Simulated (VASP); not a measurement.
Cd2S: relaxation of cell and atoms with PBE

Cd2S:

```
CELL_PARAMETERS angstrom
3.80762 0.00000 0.00000
-1.90381 3.29750 0.00000
0.00000 0.00000 5.39048
ATOMIC_POSITIONS crystal
Cd 0.66667 0.33333 0.69927
Cd 0.33333 0.66667 0.30073
S 0.00000 0.00000 0.00000
```

```json
{
 "Program": "VASP 6.6.1",
 "Task": "relaxation of cell and atoms",
 "Functional": "PBE",
 "Potentials or basis": "VASP PAW PBE potentials, release 64 (Cd, S)",
 "Cutoff": "600 eV",
 "k mesh": "12 × 12 × 8",
 "Occupations": "gaussian, width 0.1 eV",
 "Spin": "no spin polarisation",
 "Dipole correction": "no",
 "Further INCAR settings": "ALGO = Normal; EDIFF = 1e-06; IBRION = 2; EDIFFG = -0.01; NSW = 100; ISIF = 3"
}
```

```yaml
Relaxed_volume: 22.67 Å³/atom
Relaxed_cell: a = 3.807 Å, b = 3.807 Å, c = 5.417 Å, α = 90.00°, β = 90.00°, γ = 120.00°
Space_group_after_relaxing_to_0.05_Å: P-3m1 (No. 164)
Energy_gained_by_relaxing: 0.3 meV/atom
Ionic_steps: 6
Pressure_after_relaxing: 0.0 GPa
Band_gap_on_the_k_mesh: zero (band 15 reaches 3.76 eV, above the bottom of band 16 at 1.61 eV)
```

Step by step:
```
step  energy change (eV)  largest force (eV/Å)  pressure (GPa)  volume (Å³)
   1              0.0000                0.0431            0.33        67.68
   2             -0.0006                0.0039           -0.07        68.14
   3             -0.0006                0.0063           -0.07        68.11
   4             -0.0006                0.0080           -0.05        68.09
   5             -0.0007                0.0039            0.00        68.05
   6             -0.0008                0.0004            0.02        68.00
```

Final structure:
```xyz
3
Lattice="3.8071 0.0000 0.0000 -1.9036 3.2971 0.0000 0.0000 0.0000 5.4170" Properties=species:S:1:pos:R:3 pbc="T T T"
Cd    1.9036    1.0990    3.7850
Cd    0.0000    2.1980    1.6320
S     0.0000    0.0000    0.0000
```

Levels at points of the mesh, in eV from the Fermi level:
```
           k point  band 11  band 12  band 13  band 14  band 15  band 16  band 17  band 18  band 19
(0.00, 0.00, 0.00)    -8.02    -4.62    -4.24    -0.93    -0.93     3.34     5.14     6.02     6.02
(0.50, 0.00, 0.00)    -7.85    -5.24    -2.62    -1.96    -0.50    -0.02     1.57     5.24     6.54
(0.00, 0.00, 0.50)    -7.95    -6.51    -1.00    -1.00    -0.63     0.79     6.42     7.03     7.03
(0.50, 0.00, 0.50)    -7.74    -4.86    -3.67    -2.28    -1.63     2.19     2.74     4.40     6.28
```

Wall time 3.3 min on 1 thread of Intel(R) Xeon(R) 6975P-C (Granite Rapids) (shared host), peak memory 0.35 GiB.
